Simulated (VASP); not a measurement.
# BaTe (Fm-3m) in VASP: further runs

BaTe is run at these levels: r2SCAN; tasks: relaxation of cell and atoms, single point.

All numbers are computed with VASP 6.6.1; they aren't measurements. Logs are shortened: lines on timing, memory, paths and dates and some standing lists are left out, and cuts for length are marked.

### 1 The cell of the first run

Symmetry: Fm-3m, No. 225, cubic system. The conventional cell has a = 7.090 Å, b = 7.090 Å, c = 7.090 Å, α = 90.00°, β = 90.00°, γ = 90.00°. Ba (site symmetry m-3m) has 6 Te at 3.54 Å within 4.7 Å. Within 4.7 Å of Te (site symmetry m-3m) lie 6 Ba at 3.54 Å.

### 2 Relaxation of cell and atoms, r2SCAN

POSCAR

```
BaTe
1.0
    0.0000000000      3.5449197700      3.5449197700
    3.5449197700      0.0000000000      3.5449197700
    3.5449197700      3.5449197700      0.0000000000
Ba Te
1 1
Direct
    0.0000000000      0.0000000000      0.0000000000
    0.5000000000      0.5000000000      0.5000000000
```

INCAR.step1

```
SYSTEM = BaTe
PREC = Accurate ; ENCUT = 600
ISMEAR = 0 ; SIGMA = 0.02
LREAL = .False. ; LASPH = .True.
NELM = 100 ; GGA = PE
ALGO = Normal ; EDIFF = 1E-4
LWAVE = .True. ; LCHARG = .False.
```

INCAR.step2

```
SYSTEM = BaTe
PREC = Accurate ; ENCUT = 600
EDIFF = 1E-6 ; ISMEAR = 0
SIGMA = 0.02 ; LREAL = .False.
LASPH = .True. ; NELM = 100
ALGO = Normal ; ISIF = 3
LWAVE = .False. ; LCHARG = .False.
METAGGA = R2SCAN ; LMIXTAU = .True.
IBRION = 2 ; NSW = 100
EDIFFG = -0.005 ; ISTART = 1
```

KPOINTS

```
Automatic mesh
0
Gamma
  8 8 8
  0 0 0
```

Potentials or basis: VASP PAW PBE potentials, release 64 (Ba_sv, Te).

The run is started by

```sh
> cat potpaw_PBE.64/Ba_sv/POTCAR potpaw_PBE.64/Te/POTCAR > POTCAR
> cp INCAR.step1 INCAR
> mpirun -np 1 vasp_std > vasp.out
> cp INCAR.step2 INCAR
> mpirun -np 1 vasp_std > vasp.out
```

OUTCAR:

```text
SYSTEM = BaTe
   PREC = Accurate
   ENCUT = 600
   EDIFF = 1E-6
   ISMEAR = 0
   LREAL = .False.
   LASPH = .True.
   NELM = 100
   ISIF = 3
   METAGGA = R2SCAN
   IBRION = 2
   NSW = 100
   EDIFFG = -0.005
   ISTART = 1

 ion  position               nearest neighbor table
   1  0.000  0.000  0.000-   2 3.54   2 3.54   2 3.54   2 3.54   2 3.54   2 3.54
   2  0.500  0.500  0.500-   1 3.54   1 3.54   1 3.54   1 3.54   1 3.54   1 3.54

  LATTYP: Found a face centered cubic cell.
 ALAT       =     7.0898395400

  Lattice vectors:

 A1 = (   0.0000000000,   3.5449197700,   3.5449197700)
 A2 = (   3.5449197700,   0.0000000000,   3.5449197700)
 A3 = (   3.5449197700,   3.5449197700,   0.0000000000)

Analysis of symmetry for initial positions (statically):
=====================================================================
 Subroutine PRICEL returns:
 Original cell was already a primitive cell.

 Routine SETGRP: Setting up the symmetry group for a
 face centered cubic supercell.

 Subroutine GETGRP returns: Found 48 space group operations
 (whereof 48 operations were pure point group operations)
 out of a pool of 48 trial point group operations.

The static configuration has the point symmetry O_h .

Analysis of symmetry for dynamics (positions and initial velocities):
=====================================================================
 Subroutine PRICEL returns:
 Original cell was already a primitive cell.

 Routine SETGRP: Setting up the symmetry group for a
 face centered cubic supercell.

 Subroutine GETGRP returns: Found 48 space group operations
 (whereof 48 operations were pure point group operations)
 out of a pool of 48 trial point group operations.

The dynamic configuration has the point symmetry O_h .

 Subroutine INISYM returns: Found 48 space group operations
 (whereof 48 operations are pure point group operations),
 and found     1 'primitive' translations

----------------------------------------------------------------------------------------

                                     Primitive cell

  volume of cell :      89.0942

  direct lattice vectors                    reciprocal lattice vectors
     0.000000000  3.544919770  3.544919770    -0.141046916  0.141046916  0.141046916
     3.544919770  0.000000000  3.544919770     0.141046916 -0.141046916  0.141046916
     3.544919770  3.544919770  0.000000000     0.141046916  0.141046916 -0.141046916

  length of vectors
     5.013273616  5.013273616  5.013273616     0.244300424  0.244300424  0.244300424

  position of ions in fractional coordinates (direct lattice)
     0.000000000  0.000000000  0.000000000
     0.500000000  0.500000000  0.500000000

  ion indices of the primitive-cell ions
   primitive index   ion index
                 1           1
                 2           2

----------------------------------------------------------------------------------------

 KPOINTS: Automatic mesh

Automatic generation of k-mesh.
 Grid dimensions read from file:
 generate k-points for:    8    8    8

 Generating k-lattice:

  Cartesian coordinates                     Fractional coordinates (reciprocal lattice)
    -0.017630864  0.017630864  0.017630864     0.125000000  0.000000000  0.000000000
     0.017630864 -0.017630864  0.017630864     0.000000000  0.125000000  0.000000000
     0.017630864  0.017630864 -0.017630864     0.000000000  0.000000000  0.125000000

  Length of vectors
     0.030537553  0.030537553  0.030537553

  Shift w.r.t. Gamma in fractional coordinates (k-lattice)
     0.000000000  0.000000000  0.000000000

 Subroutine IBZKPT returns following result:
[... 54 lines left out ...]
   NFREE  =      1    steps in history (QN), initial steepest desc. (CG)
   ISIF   =      3    stress and relaxation
   ISYM   =      2    0-nonsym 1-usesym 2-fastsym
   POTIM  = 0.5000    time-step for ionic-motion
   TEBEG  =    0.0;   TEEND  =   0.0 temperature during run
   PSTRESS=    0.0 pullay stress
   NELECT =      16.0000    total number of electrons
   NUPDOWN=      -1.0000    fix difference up-down
   EMIN   =  10.00;   EMAX   =-10.00  energy-range for DOS
   EFERMI =   0.00;   METHOD = LEGACY
   ISMEAR =     0;   SIGMA  =   0.02  broadening in eV -4-tet -1-fermi 0-gaus
   EFERMI_NEDOS =   21; number of points for ismear=-14 and -15
   IALGO  =     38    algorithm
   IMIX   =      4    mixing-type and parameters
     AMIX     =   0.40;   BMIX     =  1.00
     AMIX_MAG =   1.60;   BMIX_MAG =  1.00
  volume/ion in A,a.u.               =      44.55       300.62
  Fermi-wavevector in a.u.,A,eV,Ry     =   0.923631  1.745409 11.607047  0.853094
  Thomas-Fermi vector in A             =   2.049289
   LORBIT       =      0    0 simple, 1 ext, 2 COOP (PROOUT), +10 PAW based schemes
   METAGGA = R2SCAN    functional components
   LHFCALC =     F    Hartree Fock is set to
   AEXX    =    0.0000 exact exchange contribution
   IVDW    =     0    specifies the selected vdW correction
   LEPSILON=     F    determine dielectric tensor
   LRPA    =     F    only Hartree local field effects (RPA)
 conjugate gradient relaxation of ions
 non-spin polarized calculation
 Gauss-broadening in eV      SIGMA  =   0.02
  energy-cutoff  :      600.00
  volume of cell :       89.09
 maximum number of plane-waves:      2996
   NGX = 21   NGY = 21   NGZ = 21

--------------------------------------- Ionic step        1  -------------------------------------------

 number of electron      16.0000000 magnetization

 Free energy of the ion-electron system (eV)
  ---------------------------------------------------
  ext. energy  EPLUGINS =         0.00000000
  ---------------------------------------------------
  free energy    TOTEN  =       -56.02999295 eV

  energy without entropy =      -56.02999295  energy(sigma->0) =      -56.02999295

------------------------ aborting loop because EDIFF is reached ----------------------------------------

  FORCE on cell =-STRESS in cart. coord.  units (eV):
  Direction    XX          YY          ZZ          XY          YZ          ZX
  --------------------------------------------------------------------------------------
  -------------------------------------------------------------------------------------
  Total       -0.0226878     -0.0226878     -0.0226878     -0.0000000      0.0000000      0.0000000
  in kB       -0.4079937     -0.4079937     -0.4079937     -0.0000000      0.0000000      0.0000000
  external PRESSURE =      -0.4079937 kB  Pullay stress =       0.0000000 kB

 VOLUME and BASIS-vectors are now :
 -----------------------------------------------------------------------------
  energy-cutoff  :      600.00
  volume of cell :       89.09
      direct lattice vectors                 reciprocal lattice vectors
     0.000000000  3.544919770  3.544919770    -0.141046916  0.141046916  0.141046916
     3.544919770  0.000000000  3.544919770     0.141046916 -0.141046916  0.141046916
     3.544919770  3.544919770  0.000000000     0.141046916  0.141046916 -0.141046916

 POSITION                                       TOTAL-FORCE (eV/Angst)
 -----------------------------------------------------------------------------------
      0.00000      0.00000      0.00000         0.000000     -0.000000     -0.000000
      3.54492      3.54492      3.54492        -0.000000      0.000000      0.000000
 -----------------------------------------------------------------------------------
    total drift:                                0.000000     -0.000000     -0.000000

  FREE ENERGIE OF THE ION-ELECTRON SYSTEM (eV)
  ---------------------------------------------------
  free  energy   TOTEN  =       -56.0299929459 eV

  energy  without entropy=      -56.0299929459  energy(sigma->0) =      -56.02999295

--------------------------------------- Ionic step        2  -------------------------------------------

 number of electron      16.0000000 magnetization

 Free energy of the ion-electron system (eV)
  ---------------------------------------------------
  ext. energy  EPLUGINS =         0.00000000
  ---------------------------------------------------
  free energy    TOTEN  =       -56.03001108 eV

  energy without entropy =      -56.03001108  energy(sigma->0) =      -56.03001108

 E-fermi :   2.0136     XC(G=0):  -8.4767

 val. band max:        1.8381374248   @ k =   0.0000   0.0000   0.0000
 cond. band min:       3.7878625667   @ k =   0.5000   0.5000   0.0000
 fundamental gap:      1.9497251419
 Fermi energy:         2.0135628081

 k-point     1 :       0.0000    0.0000    0.0000
  band No.  band energies     occupation
      1     -26.0713      2.00000
      2     -10.7908      2.00000
      3     -10.7908      2.00000
      4     -10.7908      2.00000
      5      -7.8956      2.00000
      6       1.8381      2.00000
      7       1.8381      2.00000
      8       1.8381      2.00000
      9       5.2003      0.00000
     10       5.2003      0.00000
     11       5.2003      0.00000
     12       5.2691      0.00000
[... 331 lines left out ...]
 k-point    24 :      -0.3750    0.2500    0.1250
  band No.  band energies     occupation
      1     -26.0580      2.00000
      2     -11.0744      2.00000
      3     -10.8592      2.00000
      4     -10.8238      2.00000
      5      -7.3646      2.00000
      6       0.1088      2.00000
      7       0.8535      2.00000
      8       0.8930      2.00000
      9       5.9516      0.00000
     10       6.2263      0.00000
     11       7.4730      0.00000
     12       7.7512      0.00000

 [... further k-points ...]
[... 5 lines left out ...]
  --------------------------------------------------------------------------------------
  -------------------------------------------------------------------------------------
  Total        0.0048205      0.0048205      0.0048205      0.0000000     -0.0000000      0.0000000
  in kB        0.0868301      0.0868301      0.0868301      0.0000000     -0.0000000      0.0000000
  external PRESSURE =       0.0868301 kB  Pullay stress =       0.0000000 kB

 VOLUME and BASIS-vectors are now :
 -----------------------------------------------------------------------------
  energy-cutoff  :      600.00
  volume of cell :       88.95
      direct lattice vectors                 reciprocal lattice vectors
    -0.000000000  3.542979779  3.542979779    -0.141124147  0.141124147  0.141124147
     3.542979779  0.000000000  3.542979779     0.141124147 -0.141124147  0.141124147
     3.542979779  3.542979779  0.000000000     0.141124147  0.141124147 -0.141124147

 POSITION                                       TOTAL-FORCE (eV/Angst)
 -----------------------------------------------------------------------------------
     -0.00000      3.54298      3.54298        -0.000000      0.000000      0.000000
      3.54298      3.54298      3.54298         0.000000     -0.000000     -0.000000
 -----------------------------------------------------------------------------------
    total drift:                               -0.000000     -0.000000     -0.000000

  FREE ENERGIE OF THE ION-ELECTRON SYSTEM (eV)
  ---------------------------------------------------
  free  energy   TOTEN  =       -56.0300110761 eV

  energy  without entropy=      -56.0300110761  energy(sigma->0) =      -56.03001108

 reached required accuracy - stopping structural energy minimisation
```

It took 5.5 min on 1 thread of AMD EPYC 7R13 (Zen 3), shared host; peak memory 0.25 GiB.

What came out:

```yaml
Free_energy: -56.0300 eV
Relaxed_volume: 44.47 Å³/atom
Relaxed_cell: a = 5.011 Å, b = 5.011 Å, c = 5.011 Å, α = 60.00°, β = 60.00°, γ = 60.00°
Space_group_after_relaxing_to_0.05_Å: Fm-3m (No. 225)
Energy_gained_by_relaxing: 0.0 meV/atom
Ionic_steps: 2
Pressure_after_relaxing: 0.0 GPa
Band_gap_on_the_k_mesh: 1.95 eV, indirect (least direct gap 2.34 eV)
```

Final structure:
```
CELL_PARAMETERS angstrom
0.00000 3.54298 3.54298
3.54298 0.00000 3.54298
3.54298 3.54298 0.00000
ATOMIC_POSITIONS crystal
Ba 0.00000 0.00000 0.00000
Te 0.50000 0.50000 0.50000
```

Caveat: the PAW data sets were made with another functional, which shifts forces and pressure a little; spin-orbit coupling is left out, which moves the levels of the heavy elements.

[end of part 1 of 2]
